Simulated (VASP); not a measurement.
Runs of VASP 6.6.1 on BN (rocksalt type). The structure is that of space group Fm-3m (No. 225), or close to it. The cells are those of the table. 

| task | cell | k mesh | cutoff (eV) | gap on the mesh (eV) | pressure (GPa) |
| --- | --- | --- | --- | --- | --- |
| single point | a = 2.477 Å, angles 60.0°, 2 atoms | 15 × 15 × 15 | 520 | 1.19 | -0.1 |
| single point | a = 2.478 Å, angles 60.0°, 2 atoms | 15 × 15 × 15 | 520 | 1.19 | -0.2 |
| relaxation of cell and atoms | relaxed from a = 3.047 Å, angles 60.0°, 2 atoms | 16 × 16 × 16 | 600 | (a) | -0.1 |
| single point | a = 2.477 Å, angles 60.0°, 2 atoms | 16 × 16 × 16 | 520 | 1.18 | -0.1 |
| relaxation of cell and atoms | relaxed to 0.002 GPa from a = 2.477 Å, angles 60.0°, 2 atoms | 15 × 15 × 15 | 600 | 1.19 | 0.0 |

Alike in all rows: level PBE; potentials or basis VASP PAW PBE potentials, release 64 (B, N); no spin polarisation; smearing fermi-dirac 0.05 eV.

Task: Estimate the missing entries.

Result: (a) 1.17.

Caveats: the cell is relaxed towards a set pressure, so the enthalpy falls and the energy may rise (some runs).

A k mesh can miss the band edges.
